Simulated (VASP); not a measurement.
# Sr (I4/mmm) in VASP: further runs

The runs below take Sr through single point, with PBE.

Program: VASP 6.6.1. These are calculated values, not measurements. Logs are shortened: lines on timing, memory, paths and dates and some standing lists are left out, and cuts for length are marked.

### 1 The cell of the first run

It takes space group I4/mmm (No. 139, tetragonal). The conventional cell has a = 4.410 Å, b = 4.410 Å, c = 5.933 Å, α = 90.00°, β = 90.00°, γ = 90.00°. Sr (site symmetry 4/mmm) has 12 Sr at 4.30 to 4.41 Å within 5.6 Å.

### 2 Single point, PBE (strain +0.025 along x and y, -0.025 along z)

File INCAR:

```
PREC = Accurate
ENCUT = 520
EDIFF = 1E-7
ISMEAR = 0
SIGMA = 0.15
LREAL = False
LASPH = True
NELM = 60
ALGO = Fast
ISIF = 2
LWAVE = False
LCHARG = True
GGA = PE
LELF = True
LVHAR = True
NBANDS = 11
```

File KPOINTS:

```
regular mesh
0
Gamma
  14 14 14
```

File POSCAR:

```
Sr
1.0
    0.0000000000      3.1184087500      2.9662912500
    3.1184087500      0.0000000000      2.9662912500
    3.1184087500      3.1184087500      0.0000000000
Sr
1
Direct
    0.0000000000      0.0000000000      0.0000000000
```

Potentials or basis: VASP PAW PBE potentials, release 64 (Sr_sv).

Run with:

```console
$ cat potpaw_PBE.64/Sr_sv/POTCAR > POTCAR
$ mpirun -np 1 vasp_std > vasp.out
```

OUTCAR:

```text
PREC = Accurate
   ENCUT = 520
   EDIFF = 1E-7
   ISMEAR = 0
   LREAL = False
   LASPH = True
   NELM = 60
   ISIF = 2
   GGA = PE

 ion  position               nearest neighbor table
   1  0.000  0.000  0.000-

  LATTYP: Found a body centered tetragonal cell.
 ALAT       =     4.4100959473
 C/A-ratio  =     1.3452275349

  Lattice vectors:

 A1 = (   0.0000000000,  -3.1184087500,  -2.9662912500)
 A2 = (   0.0000000000,   3.1184087500,  -2.9662912500)
 A3 = (   3.1184087500,   0.0000000000,   2.9662912500)

Analysis of symmetry for initial positions (statically):
=====================================================================
 Subroutine PRICEL returns:
 Original cell was already a primitive cell.

 Routine SETGRP: Setting up the symmetry group for a
 body centered tetragonal supercell.

 Subroutine GETGRP returns: Found 16 space group operations
 (whereof 16 operations were pure point group operations)
 out of a pool of 16 trial point group operations.

The static configuration has the point symmetry D_4h.

Analysis of symmetry for dynamics (positions and initial velocities):
=====================================================================
 Subroutine PRICEL returns:
 Original cell was already a primitive cell.

 Routine SETGRP: Setting up the symmetry group for a
 body centered tetragonal supercell.

 Subroutine GETGRP returns: Found 16 space group operations
 (whereof 16 operations were pure point group operations)
 out of a pool of 16 trial point group operations.

The dynamic configuration has the point symmetry D_4h.

 Subroutine INISYM returns: Found 16 space group operations
 (whereof 16 operations are pure point group operations),
 and found     1 'primitive' translations

----------------------------------------------------------------------------------------

                                     Primitive cell

  volume of cell :      57.6912

  direct lattice vectors                    reciprocal lattice vectors
     0.000000000  3.118408750  2.966291250    -0.160338185  0.160338185  0.168560656
     3.118408750  0.000000000  2.966291250     0.160338185 -0.160338185  0.168560656
     3.118408750  3.118408750  0.000000000     0.160338185  0.160338185 -0.168560656

  length of vectors
     4.303876963  4.303876963  4.410095947     0.282540904  0.282540904  0.282540904

  position of ions in fractional coordinates (direct lattice)
     0.000000000  0.000000000  0.000000000

  ion indices of the primitive-cell ions
   primitive index   ion index
                 1           1

----------------------------------------------------------------------------------------

 KPOINTS: regular mesh

Automatic generation of k-mesh.
 Grid dimensions read from file:
 generate k-points for:   14   14   14

 Generating k-lattice:

  Cartesian coordinates                     Fractional coordinates (reciprocal lattice)
    -0.011452728  0.011452728  0.012040047     0.071428571 -0.000000000  0.000000000
     0.011452728 -0.011452728  0.012040047    -0.000000000  0.071428571  0.000000000
     0.011452728  0.011452728 -0.012040047     0.000000000  0.000000000  0.071428571

  Length of vectors
     0.020181493  0.020181493  0.020181493

  Shift w.r.t. Gamma in fractional coordinates (k-lattice)
     0.000000000  0.000000000  0.000000000

 Subroutine IBZKPT returns following result:
 ===========================================

 Found    244 irreducible k-points:

 Following reciprocal coordinates:
            Coordinates               Weight
  0.000000  0.000000  0.000000      1.000000
  0.071429 -0.000000  0.000000      8.000000
  0.142857  0.000000  0.000000      8.000000
  0.214286  0.000000  0.000000      8.000000
  0.285714  0.000000  0.000000      8.000000
  0.357143  0.000000  0.000000      8.000000
[... 16 lines left out ...]
  0.214286  0.142857  0.000000      8.000000
  0.285714  0.142857  0.000000      8.000000
 [... further k-points ...]
   k-points           NKPTS =    244   k-points in BZ     NKDIM =    244   number of bands    NBANDS=     11
   number of dos      NEDOS =    301   number of ions     NIONS =      1
   total plane-waves  NPLWV =  36864
   dimension x,y,z NGX =    32 NGY =   32 NGZ =   36
   dimension x,y,z NGXF=    64 NGYF=   64 NGZF=   72
   ions per type =               1
   NGX,Y,Z   is equivalent  to a cutoff of  12.36, 12.36, 13.57 a.u.
   NGXF,Y,Z  is equivalent  to a cutoff of  24.72, 24.72, 27.14 a.u.
 SYSTEM =  unknown system
   PREC   = accura    normal or accurate (medium, high low for compatibility)
   ISTART =      0    job   : 0-new  1-cont  2-samecut
   ICHARG =      2    charge: 1-file 2-atom 10-const
   ISPIN  =      1    spin polarized calculation?
   LNONCOLLINEAR =      F non collinear calculations
   LSORBIT =      F    spin-orbit coupling
   LASPH  =      T    aspherical Exc in radial PAW
   ENCUT  =  520.0 eV  38.22 Ry    6.18 a.u.   8.00  8.00  8.20*2*pi/ulx,y,z
   NELM   =     60;   NELMIN=  2; NELMDL= -5     # of ELM steps
   EDIFF  = 0.1E-06   stopping-criterion for ELM
   LREAL  =      F    real-space projection
   EDIFFG = 0.1E-05   stopping-criterion for IOM
   NSW    =      0    number of steps for IOM
   IBRION =     -1    ionic relax: 0-MD 1-quasi-New 2-CG
   NFREE  =      0    steps in history (QN), initial steepest desc. (CG)
   ISIF   =      2    stress and relaxation
   ISYM   =      2    0-nonsym 1-usesym 2-fastsym
   POTIM  = 0.5000    time-step for ionic-motion
   TEBEG  =    0.0;   TEEND  =   0.0 temperature during run
   PSTRESS=    0.0 pullay stress
   NELECT =      10.0000    total number of electrons
   NUPDOWN=      -1.0000    fix difference up-down
   EMIN   =  10.00;   EMAX   =-10.00  energy-range for DOS
   EFERMI =   0.00;   METHOD = LEGACY
   ISMEAR =     0;   SIGMA  =   0.15  broadening in eV -4-tet -1-fermi 0-gaus
   EFERMI_NEDOS =   21; number of points for ismear=-14 and -15
   IALGO  =     68    algorithm
   IMIX   =      4    mixing-type and parameters
     AMIX     =   0.40;   BMIX     =  1.00
     AMIX_MAG =   1.60;   BMIX_MAG =  1.00
  volume/ion in A,a.u.               =      57.69       389.32
  Fermi-wavevector in a.u.,A,eV,Ry     =   0.912791  1.724926 11.336213  0.833188
  Thomas-Fermi vector in A             =   2.037228
   LORBIT       =      0    0 simple, 1 ext, 2 COOP (PROOUT), +10 PAW based schemes
   GGA     = PE    functional components
   LHFCALC =     F    Hartree Fock is set to
   AEXX    =    0.0000 exact exchange contribution
   IVDW    =     0    specifies the selected vdW correction
   LEPSILON=     F    determine dielectric tensor
   LRPA    =     F    only Hartree local field effects (RPA)
 non-spin polarized calculation
 RMM-DIIS sequential band-by-band and
 Gauss-broadening in eV      SIGMA  =   0.15
  energy-cutoff  :      520.00
  volume of cell :       57.69
 maximum number of plane-waves:      1588
   NGX = 15   NGY = 15   NGZ = 17

 number of electron      10.0000000 magnetization

 Free energy of the ion-electron system (eV)
  ---------------------------------------------------
  ext. energy  EPLUGINS =         0.00000000
  ---------------------------------------------------
  free energy    TOTEN  =        -1.63955592 eV

  energy without entropy =       -1.62400706  energy(sigma->0) =       -1.63178149

 E-fermi :   1.4157     XC(G=0):  -7.2074

 val. band max:        1.4044175928   @ k =  -0.2857   0.3571   0.2857
 cond. band min:       1.4243739777   @ k =  -0.4286  -0.0000   0.2143
 fundamental gap:      0.0199563849
 Fermi energy:         1.4157331504

 k-point     1 :       0.0000    0.0000    0.0000
  band No.  band energies     occupation
      1     -35.2946      2.00000
      2     -17.1903      2.00000
      3     -17.1903      2.00000
      4     -17.1868      2.00000
      5      -2.1482      2.00000
      6       3.6410      0.00000
      7       3.6410      0.00000
      8       3.8827      0.00000
      9       4.9030      0.00000
     10       5.2747      0.00000
     11       8.3998      0.00000

 k-point     2 :       0.0714   -0.0000    0.0000
  band No.  band energies     occupation
      1     -35.2941      2.00000
      2     -17.1977      2.00000
      3     -17.1918      2.00000
      4     -17.1886      2.00000
      5      -2.0695      2.00000
      6       3.5591      0.00000
      7       3.6762      0.00000
      8       3.8780      0.00000
      9       4.8622      0.00000
     10       5.2163      0.00000
     11       8.6052      0.00000

 k-point     3 :       0.1429    0.0000    0.0000
  band No.  band energies     occupation
      1     -35.2926      2.00000
      2     -17.2207      2.00000
      3     -17.1958      2.00000
      4     -17.1912      2.00000
      5      -1.8384      2.00000
      6       3.2726      0.00000
      7       3.7479      0.00000
      8       3.9428      0.00000
      9       4.8016      0.00000
     10       5.0968      0.00000
     11       8.9460      0.00000

 k-point     4 :       0.2143    0.0000    0.0000
  band No.  band energies     occupation
      1     -35.2903      2.00000
      2     -17.2540      2.00000
      3     -17.2016      2.00000
      4     -17.1946      2.00000
      5      -1.4704      2.00000
      6       2.8779      0.00000
      7       3.7584      0.00000
      8       4.0055      0.00000
      9       4.8734      0.00000
     10       5.0576      0.00000
     11       8.3331      0.00000
[... 239 lines left out ...]
 k-point    22 :       0.1429    0.1429    0.0000
  band No.  band energies     occupation
      1     -35.2916      2.00000
      2     -17.2183      2.00000
      3     -17.2035      2.00000
      4     -17.2035      2.00000
      5      -1.7085      2.00000
      6       3.2660      0.00000
      7       3.8190      0.00000
      8       3.8190      0.00000
      9       4.6539      0.00000
     10       5.0871      0.00000
     11       9.5117      0.00000

 k-point    23 :       0.2143    0.1429    0.0000
  band No.  band energies     occupation
      1     -35.2898      2.00000
      2     -17.2420      2.00000
      3     -17.2103      2.00000
      4     -17.2065      2.00000
      5      -1.4252      2.00000
      6       2.9608      0.00000
      7       3.9007      0.00000
      8       3.9100      0.00000
      9       4.4275      0.00000
     10       5.1940      0.00000
     11       9.1314      0.00000

 k-point    24 :       0.2857    0.1429    0.0000
  band No.  band energies     occupation
      1     -35.2876      2.00000
      2     -17.2737      2.00000
      3     -17.2172      2.00000
      4     -17.2095      2.00000
      5      -1.0179      2.00000
      6       2.6078      0.00000
      7       3.7596      0.00000
      8       3.9083      0.00000
      9       4.5617      0.00000
     10       5.4110      0.00000
     11       8.4448      0.00000

 [... further k-points ...]
[... 5 lines left out ...]
  --------------------------------------------------------------------------------------
  -------------------------------------------------------------------------------------
  Total       -0.2150909     -0.2150909     -0.1484243      0.0000000      0.0000000     -0.0000000
  in kB       -5.9734167     -5.9734167     -4.1219796      0.0000000      0.0000000     -0.0000000
  external PRESSURE =      -5.3562710 kB  Pullay stress =       0.0000000 kB

 VOLUME and BASIS-vectors are now :
 -----------------------------------------------------------------------------
  energy-cutoff  :      520.00
  volume of cell :       57.69
      direct lattice vectors                 reciprocal lattice vectors
     0.000000000  3.118408750  2.966291250    -0.160338185  0.160338185  0.168560656
     3.118408750  0.000000000  2.966291250     0.160338185 -0.160338185  0.168560656
     3.118408750  3.118408750  0.000000000     0.160338185  0.160338185 -0.168560656

 POSITION                                       TOTAL-FORCE (eV/Angst)
 -----------------------------------------------------------------------------------
      0.00000      0.00000      0.00000        -0.000000      0.000000      0.000000
 -----------------------------------------------------------------------------------
    total drift:                               -0.000000      0.000000     -0.000000

  FREE ENERGIE OF THE ION-ELECTRON SYSTEM (eV)
  ---------------------------------------------------
  free  energy   TOTEN  =        -1.6395559213 eV

  energy  without entropy=       -1.6240070623  energy(sigma->0) =       -1.63178149
```

It took 2.4 min on 1 thread of Intel Xeon 6975P-C (Granite Rapids), shared host; peak memory 0.3 GiB.

Results:

```
Free energy            : -1.6396 eV
Pressure               : -0.5 GPa
Band gap on the k mesh : zero (band 5 reaches 1.52 eV, above the bottom of band 6 at 1.42 eV)
```

Stress tensor (GPa, compression positive):
```
-0.60  0.00  0.00
 0.00 -0.60  0.00
 0.00  0.00 -0.41
```

Caveat: the cell differs from its parent crystal (strain +0.025 along x and y, -0.025 along z).

### 3 Single point, PBE (strain +0.050 along x and y, -0.050 along z)

File INCAR:

```
SYSTEM = Sr
PREC = Accurate ; ENCUT = 520
EDIFF = 1E-6 ; ISMEAR = 0
SIGMA = 0.15 ; LREAL = .FALSE.
LASPH = .TRUE. ; NELM = 80
ALGO = Fast ; ISIF = 2
LWAVE = .FALSE. ; LCHARG = .FALSE.
GGA = PE ; NBANDS = 11
```

File KPOINTS:

```
Automatic mesh
0
G
  14 14 14
  0 0 0
```

File POSCAR:

```
Sr
1.0
    0.0000000000      3.1944675000      2.8902325000
    3.1944675000      0.0000000000      2.8902325000
    3.1944675000      3.1944675000      0.0000000000
Sr
1
Direct
    0.0000000000      0.0000000000      0.0000000000
```

Potentials or basis: VASP PAW PBE potentials, release 64 (Sr_sv).

Run with:

```console
$ cat potpaw_PBE.64/Sr_sv/POTCAR > POTCAR
$ mpirun -np 1 vasp_std > vasp.out
```

Run time: 1.7 min. Hardware: 1 thread of Intel Xeon 6975P-C (Granite Rapids), shared host; peak memory 0.3 GiB.

The run converged. Its results:

* Free energy: -1.6316 eV
* Pressure: -0.8 GPa
* Band gap on the k mesh: zero (band 5 reaches 1.48 eV, above the bottom of band 6 at 1.32 eV)

Stress tensor (GPa, compression positive):
```
-0.84  0.00  0.00
 0.00 -0.84  0.00
 0.00  0.00 -0.59
```

Levels at points of the mesh, in eV from the Fermi level:
```csv
k point,band 1,band 2,band 3,band 4,band 5,band 6,band 7,band 8,band 9,band 10
"(0.00, 0.00, 0.00)",-36.76,-18.65,-18.65,-18.65,-3.53,2.16,2.16,2.61,3.24,3.90
"(0.50, 0.00, 0.00)",-36.75,-18.80,-18.69,-18.66,-1.07,0.01,1.82,2.46,4.37,4.76
"(0.50, 0.50, 0.00)",-36.74,-18.79,-18.73,-18.73,-0.38,0.26,1.51,4.50,4.50,4.57
"(0.50, 0.00, 0.50)",-36.74,-18.80,-18.71,-18.69,-0.66,0.52,0.67,4.36,4.59,5.07
```

Caveat: the cell differs from its parent crystal (strain +0.050 along x and y, -0.050 along z).

### 4 Single point, PBE (strain +0.050 along x and y, -0.025 along z)

File INCAR:

```
SYSTEM = Sr
PREC = Accurate
ENCUT = 520
EDIFF = 1E-6
ISMEAR = 0
SIGMA = 0.15
LREAL = .False.
LASPH = .True.
NELM = 100
ALGO = Fast
ISIF = 2
LWAVE = .False.
LCHARG = .False.
GGA = PE
NBANDS = 11
```

File KPOINTS:

```
Automatic mesh
0
Gamma
  14 14 14
  0 0 0
```

File POSCAR:

```
Sr
1.0
    0.0000000000      3.1944675000      2.9662912500
    3.1944675000      0.0000000000      2.9662912500
    3.1944675000      3.1944675000      0.0000000000
Sr
1
Direct
    0.0000000000      0.0000000000      0.0000000000
```

Run with:

```console
$ cat potpaw_PBE.64/Sr_sv/POTCAR > POTCAR
$ mpirun -np 1 vasp_std > vasp.out
```

It took 1.9 min on 1 thread of Intel Xeon 6975P-C (Granite Rapids), shared host; peak memory 0.3 GiB.

The run converged. Its results:

* Free energy: -1.6249 eV
* Pressure: -1.0 GPa
* Band gap on the k mesh: zero (band 5 reaches 1.39 eV, above the bottom of band 6 at 1.24 eV)

Stress tensor (GPa, compression positive):
```
-1.05  0.00  0.00
 0.00 -1.05  0.00
 0.00  0.00 -0.82
```

Levels at points of the mesh, in eV from the Fermi level:
```csv
k point,band 2,band 3,band 4,band 5,band 6,band 7,band 8,band 9
"(0.00, 0.00, 0.00)",-18.70,-18.70,-18.70,-3.48,2.15,2.15,2.49,3.28
"(0.50, 0.00, 0.00)",-18.84,-18.73,-18.71,-1.05,-0.02,1.89,2.35,4.34
"(0.50, 0.50, 0.00)",-18.83,-18.77,-18.77,-0.39,0.32,1.29,4.48,4.52
"(0.50, 0.00, 0.50)",-18.83,-18.76,-18.74,-0.61,0.50,0.69,4.36,4.57
```

Caveat: the cell differs from its parent crystal (strain +0.050 along x and y, -0.025 along z).

### 5 Single point, PBE (strain +0.050 along x and y, +0.000 along z)

File INCAR:

```
  PREC = Accurate
  ENCUT = 520
  EDIFF = 1E-6
  ISMEAR = 0
  SIGMA = 0.15
  LREAL = F
  LASPH = T
  NELM = 80
  ALGO = Fast
  ISIF = 2
  LWAVE = F
  LCHARG = T
  GGA = PE
  LELF = T
  LVHAR = T
  NBANDS = 11
```

File KPOINTS:

```
regular mesh
0
Gamma
  14 14 14
```

File POSCAR:

```
Sr
1.0
    0.0000000000      3.1944675000      3.0423500000
    3.1944675000      0.0000000000      3.0423500000
    3.1944675000      3.1944675000      0.0000000000
Sr
1
Direct
    0.0000000000      0.0000000000      0.0000000000
```

Run with:

```console
$ cat potpaw_PBE.64/Sr_sv/POTCAR > POTCAR
$ mpirun -np 1 vasp_std > vasp.out
```

It took 2.8 min on 1 thread of Intel Xeon 6975P-C (Granite Rapids), shared host; peak memory 0.32 GiB.

It converged, with:

```yaml
Free_energy: -1.6158 eV
Pressure: -1.2 GPa
Band_gap_on_the_k_mesh: zero (band 5 reaches 1.30 eV, above the bottom of band 6 at 1.13 eV)
```

Stress tensor (GPa, compression positive):
```
-1.23  0.00  0.00
 0.00 -1.23  0.00
 0.00  0.00 -1.06
```

Levels at points of the mesh, in eV from the Fermi level:
| k point | band 2 | band 3 | band 4 | band 5 | band 6 | band 7 | band 8 | band 9 |
| --- | --- | --- | --- | --- | --- | --- | --- | --- |
| (0.00, 0.00, 0.00) | -18.75 | -18.75 | -18.75 | -3.44 | 2.16 | 2.16 | 2.38 | 3.33 |
| (0.50, 0.00, 0.00) | -18.88 | -18.78 | -18.77 | -1.04 | -0.04 | 1.95 | 2.24 | 4.31 |
| (0.50, 0.50, 0.00) | -18.87 | -18.81 | -18.81 | -0.41 | 0.38 | 1.10 | 4.40 | 4.54 |
| (0.50, 0.00, 0.50) | -18.87 | -18.80 | -18.79 | -0.56 | 0.49 | 0.72 | 4.34 | 4.56 |

Caveat: the cell differs from its parent crystal (strain +0.050 along x and y, +0.000 along z).

### 6 The runs side by side

```tsv
cell	further INCAR settings	gap on the mesh (eV)	pressure (GPa)
a = 4.304, b = 4.304, c = 4.410 Å, angles 59.2, 59.2, 61.6°, 1 atom	ALGO = Fast; EDIFF = 1e-07; NBANDS = 11	none	-0.5
a = 4.308, b = 4.308, c = 4.518 Å, angles 58.4, 58.4, 63.2°, 1 atom	ALGO = Fast; EDIFF = 1e-06; NBANDS = 11	none	-0.8
a = 4.359, b = 4.359, c = 4.518 Å, angles 58.8, 58.8, 62.4°, 1 atom	ALGO = Fast; EDIFF = 1e-06; NBANDS = 11	none	-1.0
a = 4.411, b = 4.411, c = 4.518 Å, angles 59.2, 59.2, 61.6°, 1 atom	ALGO = Fast; EDIFF = 1e-06; NBANDS = 11	none	-1.2
```

Alike in all rows: task single point; level PBE; potentials or basis VASP PAW PBE potentials, release 64 (Sr_sv); no spin polarisation; k mesh 14 × 14 × 14; cutoff (eV) 520; smearing gaussian 0.15 eV.

Absolute energies hang on the potentials; compare differences alone.
